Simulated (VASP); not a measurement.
Hf:

```
Hf
1.0
     2.91000    0.00000    0.00000
     0.00000    2.91000    0.00000
     0.00000    0.00000    2.91000
Hf
1
Direct
  0.00000 0.00000 0.00000
```

| Property | Result |
| --- | --- |
| Program | VASP 6.6.1 |
| Task | relaxation of cell and atoms |
| Functional | PBEsol |
| Potentials or basis | VASP PAW PBE potentials, release 64 (Hf_pv) |
| Cutoff | 600 eV |
| k mesh | 16 × 16 × 16 |
| Occupations | gaussian, width 0.05 eV |
| Spin | no spin polarisation |

At the start: pressure -3.8 GPa; volume 24.64 Å³/atom.

How do energy, volume and symmetry change on relaxing?

Over 3 steps the energy falls by 15.0 meV/atom and the volume is 23.42 Å³/atom (-5.0 %); space group Pm-3m (No. 221, to 0.05 Å).

The path:
```csv
step,energy change (eV),largest force (eV/Å),pressure (GPa),volume (Å³)
1,0.0000,0.0000,-3.77,24.64
2,-0.0080,0.0000,2.88,22.63
3,-0.0150,0.0000,0.01,23.42
```

Final structure:
```
Hf
1.0
     2.86112    0.00000    0.00000
     0.00000    2.86112    0.00000
     0.00000    0.00000    2.86112
Hf
1
Direct
  0.00000 0.00000 0.00000
```

Caveat: the PAW data sets were made with another functional, which shifts forces and pressure a little.
